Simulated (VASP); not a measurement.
Set up this calculation in VASP 6.6.1, as the native input.

```yaml
Task: relaxation of the atoms
Functional: PBE
Potentials_or_basis: VASP PAW PBE potentials, release 64 (Sn_d, O)
Cutoff: 520 eV
k_mesh: 6 × 6 × 8
Occupations: gaussian, width 0.02 eV
Spin: no spin polarisation
Dipole_correction: no
Further_INCAR_settings: ALGO = Normal; EDIFF = 1e-07; IBRION = 2; EDIFFG = -0.008; NSW = 60
```

The structure of SnO2 lies in POSCAR:

```
SnO2
1.0
    4.8271903440      0.0000000000      0.0000000000
    0.0000000000      4.8271903440      0.0000000000
    0.0485722838      0.0000000000      3.2381522517
Sn O
2 4
Direct
    0.5000000000      0.5000000000      0.5000000000
    0.0000000000      0.0000000000      0.0000000000
    0.1934234765      0.8065765235      0.5000000000
    0.8065765235      0.1934234765      0.5000000000
    0.3065765235      0.3065765235      0.0000000000
    0.6934234765      0.6934234765      0.0000000000
```

This cell differs from its parent crystal: shear of c along a, cell held: +1.5 %.

These files were run (other wordings do the same):

INCAR

```
SYSTEM = SnO2
ALGO = Normal
EDIFF = 1E-7
EDIFFG = -0.008
ENCUT = 520
GGA = PE
GGA_COMPAT = .FALSE.
IBRION = 2
ISIF = 2
ISMEAR = 0
KPAR = 4
LASPH = .TRUE.
LCHARG = .FALSE.
LREAL = .FALSE.
LWAVE = .FALSE.
NELM = 120
NELMIN = 4
NSW = 60
PREC = Accurate
SIGMA = 0.02
```

KPOINTS

```
k-points
0
G
  6 6 8
  0 0 0
```

Potentials or basis: VASP PAW PBE potentials, release 64 (Sn_d, O).

Launch:

```console
$ cat potpaw_PBE.64/Sn_d/POTCAR potpaw_PBE.64/O/POTCAR > POTCAR
$ mpirun -np 4 vasp_std > vasp.out
```

It gave:

```
Energy gained by relaxing : 0.1 meV/atom
Ionic steps               : 4
Pressure after relaxing   : 0.6 GPa
Band gap on the k mesh    : 0.67 eV
```

Caveat: the cell differs from its parent crystal (shear of c along a, cell held: +1.5 %); semilocal functionals underestimate gaps, and a narrow one can read as zero; spin-orbit coupling is left out, which moves the levels of the heavy elements.

Run time: 71 s on 4 MPI ranks on Intel(R) Xeon(R) Platinum 8488C (Sapphire Rapids) (shared host), peak memory 0.31 GiB a rank.
